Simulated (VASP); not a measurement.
# FeO (Fm-3m) in VASP: notebook, part 2 of 2

VASP 6.6.1. Earlier steps stand in the parts before.

### 5 Single point, PBE, collinear spin, ferromagnetic start

Input file INCAR:

```
ALGO = Normal
EDIFF = 1E-6
ENCUT = 700
GGA = PE
GGA_COMPAT = False
ISIF = 2
ISMEAR = -1
ISPIN = 2
LASPH = True
LCHARG = True
LELF = True
LMAXMIX = 4
LORBIT = 11
LREAL = False
LVHAR = True
LWAVE = False
MAGMOM = 4.5 0
NBANDS = 22
NELM = 200
PREC = Accurate
SIGMA = 0.05
```

Input file KPOINTS:

```
k-points
0
Gamma
  11 11 11
```

Input file POSCAR:

```
FeO
1.0
    0.0000000000      2.1554001600      2.1554001600
    2.1554001600      0.0000000000      2.1554001600
    2.1554001600      2.1554001600      0.0000000000
Fe O
1 1
Direct
    0.0000000000      0.0000000000      0.0000000000
    0.5000000000      0.5000000000      0.5000000000
```

Potentials or basis: VASP PAW PBE potentials, release 64 (Fe_sv, O).

Command:

```sh
> cat potpaw_PBE.64/Fe_sv/POTCAR potpaw_PBE.64/O/POTCAR > POTCAR
> mpirun -np 1 vasp_std > vasp.out
```

OUTCAR:

```text
EDIFF = 1E-6
   ENCUT = 700
   GGA = PE
   ISIF = 2
   ISMEAR = -1
   ISPIN = 2
   LASPH = True
   LORBIT = 11
   LREAL = False
   NELM = 200
   PREC = Accurate

 ion  position               nearest neighbor table
   1  0.000  0.000  0.000-   2 2.16   2 2.16   2 2.16   2 2.16   2 2.16   2 2.16
   2  0.500  0.500  0.500-   1 2.16   1 2.16   1 2.16   1 2.16   1 2.16   1 2.16

  LATTYP: Found a face centered cubic cell.
 ALAT       =     4.3108003200

  Lattice vectors:

 A1 = (   0.0000000000,   2.1554001600,   2.1554001600)
 A2 = (   2.1554001600,   0.0000000000,   2.1554001600)
 A3 = (   2.1554001600,   2.1554001600,   0.0000000000)

Analysis of symmetry for initial positions (statically):
=====================================================================
 Subroutine PRICEL returns:
 Original cell was already a primitive cell.

 Routine SETGRP: Setting up the symmetry group for a
 face centered cubic supercell.

 Subroutine GETGRP returns: Found 48 space group operations
 (whereof 48 operations were pure point group operations)
 out of a pool of 48 trial point group operations.

The static configuration has the point symmetry O_h .

Analysis of symmetry for dynamics (positions and initial velocities):
=====================================================================
 Subroutine PRICEL returns:
 Original cell was already a primitive cell.

 Routine SETGRP: Setting up the symmetry group for a
 face centered cubic supercell.

 Subroutine GETGRP returns: Found 48 space group operations
 (whereof 48 operations were pure point group operations)
 out of a pool of 48 trial point group operations.

The dynamic configuration has the point symmetry O_h .

Analysis of structural, dynamic, and magnetic symmetry:
=====================================================================
 Subroutine PRICEL returns:
 Original cell was already a primitive cell.

[... 148 lines left out ...]
  ext. energy  EPLUGINS =         0.00000000
  ---------------------------------------------------
  free energy    TOTEN  =       -15.04493672 eV

  energy without entropy =      -15.03328206  energy(sigma->0) =      -15.03910939

 E-fermi :   9.8144     XC(G=0): -12.5272

 val. band max:        9.8085683014   @ k =  -0.2727   0.3636   0.0909
 cond. band min:       9.8155603219   @ k =  -0.3636   0.2727   0.0909
 fundamental gap:      0.0069920205
 Fermi energy:         9.8143669687

 spin component 1

 k-point     1 :       0.0000    0.0000    0.0000
  band No.  band energies     occupation
      1     -80.1028      1.00000
      2     -46.1295      1.00000
      3     -46.1295      1.00000
      4     -46.1295      1.00000
      5     -10.9728      1.00000
      6       5.9371      1.00000
[... 589 lines left out ...]
     21      36.0912      0.00000
     22      37.8297      0.00000

 [... further k-points ...]

 spin component 2

 k-point     1 :       0.0000    0.0000    0.0000
  band No.  band energies     occupation
      1     -75.9399      1.00000
      2     -42.0597      1.00000
      3     -42.0597      1.00000
      4     -42.0597      1.00000
      5     -10.4491      1.00000
      6       6.4831      1.00000
[... 589 lines left out ...]
     21      36.8640      0.00000
     22      38.6053      0.00000

 [... further k-points ...]

------------------------ aborting loop because EDIFF is reached ----------------------------------------

  FORCE on cell =-STRESS in cart. coord.  units (eV):
  Direction    XX          YY          ZZ          XY          YZ          ZX
  --------------------------------------------------------------------------------------
  -------------------------------------------------------------------------------------
  Total       -0.1732741     -0.1732741     -0.1732741     -0.0000000     -0.0000000      0.0000000
  in kB      -13.8621433    -13.8621433    -13.8621433     -0.0000000     -0.0000000      0.0000000
  external PRESSURE =     -13.8621433 kB  Pullay stress =       0.0000000 kB

 VOLUME and BASIS-vectors are now :
 -----------------------------------------------------------------------------
  energy-cutoff  :      700.00
  volume of cell :       20.03
      direct lattice vectors                 reciprocal lattice vectors
     0.000000000  2.155400160  2.155400160    -0.231975486  0.231975486  0.231975486
     2.155400160  0.000000000  2.155400160     0.231975486 -0.231975486  0.231975486
     2.155400160  2.155400160  0.000000000     0.231975486  0.231975486 -0.231975486

 POSITION                                       TOTAL-FORCE (eV/Angst)
 -----------------------------------------------------------------------------------
      0.00000      0.00000      0.00000        -0.000000      0.000000     -0.000000
      2.15540      2.15540      2.15540         0.000000     -0.000000      0.000000
 -----------------------------------------------------------------------------------
    total drift:                                0.000000      0.000000      0.000000

  FREE ENERGIE OF THE ION-ELECTRON SYSTEM (eV)
  ---------------------------------------------------
  free  energy   TOTEN  =       -15.0449367241 eV

  energy  without entropy=      -15.0332820567  energy(sigma->0) =      -15.03910939

 total charge

# of ion       s       p       d       tot
------------------------------------------
    1        2.103   5.998   5.515  13.616
    2        1.552   3.442   0.000   4.994
--------------------------------------------------
tot          3.654   9.440   5.515  18.610

 magnetization (x)

# of ion       s       p       d       tot
------------------------------------------
    1        0.015   0.010   3.452   3.478
    2        0.030   0.266   0.000   0.296
--------------------------------------------------
tot          0.046   0.276   3.452   3.774
```

Wall time 81 s (1 thread of Intel Xeon Platinum 8259CL at 2.50GHz (Skylake/Cascade Lake), shared host); peak memory 0.21 GiB.

Results:

```
Free energy                                           : -15.0449 eV
Pressure                                              : -1.4 GPa
Band gap on the k mesh                                : zero (filled and empty bands overlap)
Net moment                                            : 4.00 μB per cell
Site moments                                          : Fe +3.48; O +0.30 μB
Valence electrons inside the program's atomic spheres : Fe 13.62; O 4.99
```

Caveat: a cell with one magnetic atom can't hold antiferromagnetic order, which such compounds often take; semilocal functionals often make such compounds metallic where correlation or magnetic order opens a gap, which also shifts bond lengths. With open d or f shells a metallic result of PBE can be an artefact of self-interaction; +U or a hybrid may open a gap.

### 6 Single point, BLYP, collinear spin, ferromagnetic start

Input file INCAR:

```
SYSTEM = FeO
PREC = Accurate
ENCUT = 700
EDIFF = 1E-6
ISMEAR = -1
SIGMA = 0.05
LREAL = .FALSE.
LASPH = .TRUE.
NELM = 200
ALGO = Normal
ISIF = 2
LWAVE = .FALSE.
LCHARG = .TRUE.
ISPIN = 2
MAGMOM = 3 0
LORBIT = 11
LMAXMIX = 4
GGA = B5
ALDAX = 1.0
AGGAX = 1.0
AGGAC = 1.0
ALDAC = 0.0
LELF = .TRUE.
LVHAR = .TRUE.
NBANDS = 22
GGA_COMPAT = .FALSE.
```

Input file KPOINTS:

```
Automatic mesh
0
G
  6 6 6
  0 0 0
```

POSCAR is that of step 5.

Potentials or basis: VASP PAW PBE potentials, release 64 (Fe_sv, O).

Command:

```sh
> cat potpaw_PBE.64/Fe_sv/POTCAR potpaw_PBE.64/O/POTCAR > POTCAR
> mpirun -np 1 vasp_std > vasp.out
```

OUTCAR:

```text
SYSTEM = FeO
   PREC = Accurate
   ENCUT = 700
   EDIFF = 1E-6
   ISMEAR = -1
   LREAL = .FALSE.
   LASPH = .TRUE.
   NELM = 200
   ISIF = 2
   ISPIN = 2
   LORBIT = 11
   GGA = B5

 ion  position               nearest neighbor table
   1  0.000  0.000  0.000-   2 2.16   2 2.16   2 2.16   2 2.16   2 2.16   2 2.16
   2  0.500  0.500  0.500-   1 2.16   1 2.16   1 2.16   1 2.16   1 2.16   1 2.16

  LATTYP: Found a face centered cubic cell.
 ALAT       =     4.3108003200

  Lattice vectors:

 A1 = (   0.0000000000,   2.1554001600,   2.1554001600)
 A2 = (   2.1554001600,   0.0000000000,   2.1554001600)
 A3 = (   2.1554001600,   2.1554001600,   0.0000000000)

Analysis of symmetry for initial positions (statically):
=====================================================================
 Subroutine PRICEL returns:
 Original cell was already a primitive cell.

 Routine SETGRP: Setting up the symmetry group for a
 face centered cubic supercell.

[... 588 lines left out ...]
      4     -41.5913      1.00000
      5      -9.9712      1.00000
      6       6.8449      1.00000
[... 389 lines left out ...]
     21      40.0112      0.00000
     22      40.0949      0.00000

------------------------ aborting loop because EDIFF is reached ----------------------------------------

  FORCE on cell =-STRESS in cart. coord.  units (eV):
  Direction    XX          YY          ZZ          XY          YZ          ZX
  --------------------------------------------------------------------------------------
  -------------------------------------------------------------------------------------
  Total        0.7548828      0.7548828      0.7548828      0.0000000     -0.0000000     -0.0000000
  in kB       60.3915794     60.3915794     60.3915794      0.0000000     -0.0000000     -0.0000000
  external PRESSURE =      60.3915794 kB  Pullay stress =       0.0000000 kB

 VOLUME and BASIS-vectors are now :
 -----------------------------------------------------------------------------
  energy-cutoff  :      700.00
  volume of cell :       20.03
      direct lattice vectors                 reciprocal lattice vectors
     0.000000000  2.155400160  2.155400160    -0.231975486  0.231975486  0.231975486
     2.155400160  0.000000000  2.155400160     0.231975486 -0.231975486  0.231975486
     2.155400160  2.155400160  0.000000000     0.231975486  0.231975486 -0.231975486

 POSITION                                       TOTAL-FORCE (eV/Angst)
 -----------------------------------------------------------------------------------
      0.00000      0.00000      0.00000        -0.000000     -0.000000     -0.000000
      2.15540      2.15540      2.15540         0.000000      0.000000      0.000000
 -----------------------------------------------------------------------------------
    total drift:                                0.000000      0.000000      0.000000

  FREE ENERGIE OF THE ION-ELECTRON SYSTEM (eV)
  ---------------------------------------------------
  free  energy   TOTEN  =       -13.9747095966 eV

  energy  without entropy=      -13.9597279222  energy(sigma->0) =      -13.96721876

 total charge

# of ion       s       p       d       tot
------------------------------------------
    1        2.102   5.994   5.545  13.640
    2        1.544   3.467   0.000   5.011
--------------------------------------------------
tot          3.646   9.461   5.545  18.651

 magnetization (x)

# of ion       s       p       d       tot
------------------------------------------
    1        0.014   0.010   3.438   3.461
    2        0.031   0.284   0.000   0.315
--------------------------------------------------
tot          0.044   0.294   3.438   3.776
```

OSZICAR:

```text
N       E                     dE             d eps       ncg     rms          rms(c)
DAV:   1     0.333443640395E+03    0.33344E+03   -0.14097E+04  1452   0.157E+03
DAV:   2     0.257455651529E+01   -0.33087E+03   -0.31222E+03  1450   0.502E+02
DAV:   3    -0.164756326099E+02   -0.19050E+02   -0.18834E+02  1690   0.136E+02
DAV:   4    -0.168135562586E+02   -0.33792E+00   -0.33781E+00  1612   0.198E+01
DAV:   5    -0.168232772996E+02   -0.97210E-02   -0.97209E-02  1706   0.350E+00    0.170E+01
DAV:   6    -0.145076381623E+02    0.23156E+01   -0.14743E+01  2232   0.547E+01    0.241E+01
DAV:   7    -0.140003392285E+02    0.50730E+00   -0.25667E+00  2072   0.322E+01    0.106E+01
DAV:   8    -0.139885812333E+02    0.11758E-01   -0.12239E-01  1608   0.313E+00    0.584E+00
DAV:   9    -0.139772800251E+02    0.11301E-01   -0.46717E-02  2142   0.300E+00    0.115E+00
DAV:  10    -0.139743558206E+02    0.29242E-02   -0.14878E-02  2136   0.208E+00    0.188E-01
DAV:  11    -0.139746355257E+02   -0.27971E-03   -0.13576E-03  1840   0.319E-01    0.865E-02
DAV:  12    -0.139747006801E+02   -0.65154E-04   -0.13401E-04  1692   0.137E-01    0.441E-02
DAV:  13    -0.139747107627E+02   -0.10083E-04   -0.33277E-05  1672   0.671E-02    0.150E-02
DAV:  14    -0.139747092800E+02    0.14827E-05   -0.47454E-06  1898   0.196E-02    0.526E-03
DAV:  15    -0.139747095966E+02   -0.31662E-06   -0.68803E-07  1062   0.684E-03
   1 F= -.13974710E+02 E0= -.13967219E+02  d E =-.149817E-01  mag=     3.9994
```

It took 26 s on 1 thread of Intel Xeon 6975P-C (Granite Rapids), shared host; peak memory 0.17 GiB.

What came out:

```
Free energy                                           : -13.9747 eV
Pressure                                              : 6.0 GPa
Band gap on the k mesh                                : zero (filled and empty bands overlap)
Net moment                                            : 4.00 μB per cell
Site moments                                          : Fe +3.46; O +0.32 μB
Valence electrons inside the program's atomic spheres : Fe 13.64; O 5.01
```

Caveat: the k points lie up to 0.42 Å⁻¹ apart, too coarse for converged energies and pressures of a metal; the PAW data sets were made with another functional, which shifts forces and pressure a little; a cell with one magnetic atom can't hold antiferromagnetic order, which such compounds often take; semilocal functionals often make such compounds metallic where correlation or magnetic order opens a gap, which also shifts bond lengths.

### 7 The runs side by side

```csv
level,spin,k mesh,gap on the mesh (eV),pressure (GPa),moment (μB)
PBE,off,11 × 11 × 11,none,-26.7,-
PBEsol,"collinear, ferromagnetic start",6 × 6 × 6,none,-9.2,4.01
revPBE,"collinear, ferromagnetic start",6 × 6 × 6,none,3.0,4.00
PBE,"collinear, ferromagnetic start",11 × 11 × 11,none,-1.4,4.00
BLYP,"collinear, ferromagnetic start",6 × 6 × 6,none,6.0,4.00
```

Alike in all rows: task single point; potentials or basis VASP PAW PBE potentials, release 64 (Fe_sv, O); cell as given; cutoff (eV) 700; smearing fermi-dirac 0.05 eV.

Caveats: some runs use coarse meshes; semilocal functionals often make such compounds metallic where correlation or magnetic order opens a gap, which also shifts bond lengths; a cell with one magnetic atom can't hold antiferromagnetic order, which such compounds often take (at least some runs); the PAW data sets were made with another functional, which shifts forces and pressure a little (at least some runs); the cell stands under tension (at least some runs).

Absolute energies hang on the potentials; compare differences alone.

The gap in the log of VASP goes by the Fermi energy; the results here count the filled bands.